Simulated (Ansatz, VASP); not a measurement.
## One calculation of Mg3NiSe4, two programs

The input POSCAR:

```
Mg3NiSe4
1.0
    3.8415122562      0.0000000000      0.0000000000
   -1.9207561281      3.3268472028      0.0000000000
    0.0000000000      0.0000000000     12.4083568255
Mg Ni Se
3 1 4
Direct
    0.0000000000      0.0000000000      0.7389291447
    0.0000000000      0.0000000000      0.2610708553
    0.0000000000      0.0000000000      0.0000000000
    0.0000000000      0.0000000000      0.5000000000
    0.3333333333      0.6666666667      0.8694241383
    0.6666666667      0.3333333333      0.1305758617
    0.3333333333      0.6666666667      0.3924819633
    0.6666666667      0.3333333333      0.6075180367
```

The input INCAR.step1:

```
SYSTEM = Mg3NiSe4
ALGO = Normal
EDIFF = 1E-5
ENCUT = 660
GGA = PE
GGA_COMPAT = .False.
ISMEAR = 0
ISPIN = 2
KPAR = 4
LASPH = .True.
LCHARG = .False.
LMAXMIX = 4
LREAL = .False.
LWAVE = .True.
MAGMOM = 0 0 0 2 0 0 0 0
NBANDS = 34
NELM = 200
PREC = Accurate
SIGMA = 0.01
```

The input INCAR.step2:

```
SYSTEM = Mg3NiSe4
ALGO = Normal
EDIFF = 1E-6
ENCUT = 660
GGA_COMPAT = .False.
ISIF = 2
ISMEAR = 0
ISPIN = 2
ISTART = 1
KPAR = 4
LASPH = .True.
LCHARG = .False.
LMAXMIX = 4
LMIXTAU = .True.
LORBIT = 11
LREAL = .False.
LWAVE = .False.
MAGMOM = 0 0 0 2 0 0 0 0
METAGGA = R2SCAN
NBANDS = 34
NELM = 200
PREC = Accurate
SIGMA = 0.01
```

KPOINTS

```
k-points
0
Gamma
  12 12 4
  0 0 0
```

Input for Ansatz:

```yaml
crystal:
  lattice:
    - [3.8415122562, 0.0, 0.0]
    - [-1.9207561281, 3.3268472028, 0.0]
    - [0.0, 0.0, 12.4083568255]
  atoms:
    - { symbol: Mg, position: [0.0, 0.0, 0.7389291447] }
    - { symbol: Mg, position: [0.0, 0.0, 0.2610708553] }
    - { symbol: Mg, position: [0.0, 0.0, 0.0] }
    - { symbol: Ni, position: [0.0, 0.0, 0.5], spin: 2.0 }
    - { symbol: Se, position: [0.3333333333, 0.6666666667, 0.8694241383] }
    - { symbol: Se, position: [0.6666666667, 0.3333333333, 0.1305758617] }
    - { symbol: Se, position: [0.3333333333, 0.6666666667, 0.3924819633] }
    - { symbol: Se, position: [0.6666666667, 0.3333333333, 0.6075180367] }
basis:
  ecutwfc: 500
kpoints:
  mp_grid: { grid: [12, 12, 4] }
  band_path:
    path:
      - [[0.0, 0.0, 0.0], [0.5, 0.0, 0.0], [0.33333333, 0.33333333, 0.0], [0.0, 0.0, 0.0], [0.0, 0.0, 0.5], [0.5, 0.0, 0.5], [0.33333333, 0.33333333, 0.5], [0.0, 0.0, 0.5]]
      - [[0.5, 0.0, 0.5], [0.5, 0.0, 0.0]]
      - [[0.33333333, 0.33333333, 0.5], [0.33333333, 0.33333333, 0.0]]
    npoints: 14
hamiltonian:
  xc: r2scan
scf:
  occupations: { method: gaussian, width: 0.01 }
  n_extra_bands: 20
output:
  forces: true
  stress: true
  eigenvalues: true
  populations: true
  dos: { projected: true, de: 0.02, nscf_kmesh: { grid: [15, 15, 5] } }
  bader: true
  write_density: true
  write_potential: true
  elf: true
  volumetric_format: npy
magnetization:
  spin_polarized: true
```

Alike in both runs: task single point; functional r2SCAN; k mesh 12 × 12 × 4; occupations gaussian, width 0.01 eV; collinear spin.

|  | VASP | Ansatz |
| --- | --- | --- |
| version | VASP 6.6.1 | Ansatz 0.2.0 |
| potentials or method | VASP PAW PBE potentials, release 64 (Mg, Ni, Se), cutoff 660 eV | scalar-relativistic, plane waves, PAW |
| valence electrons in the cell | 40 | 112 |

```csv
,VASP,Ansatz,Ansatz less VASP
gap on the k mesh at the Fermi level (eV),0.99,1.05,+0.058
least direct gap on the mesh (eV),1.12,1.17,+0.057
pressure (GPa),-1.3,-1.0,+0.29
"traceless stress, the component that is largest in VASP (GPa)",0.66,0.73,+0.071
rms of the force components (eV/Å),0.086,0.080,-0.0060
net moment per atom (μB),0.25,0.25,0.000
size of the moment on the site where the two differ most (μB),1.37,1.40,+0.037
```

VASP's potentials were made for PBE, not for r2SCAN. Site moments also hang on the region over which each program counts them. Atom by atom the forces differ by 0.007 eV/Å (rms over components). VASP's potentials hold 40 valence electrons a cell and Ansatz's 112, so a difference there can come from the potentials and not from the codes. Ansatz's warnings: stability check not made.
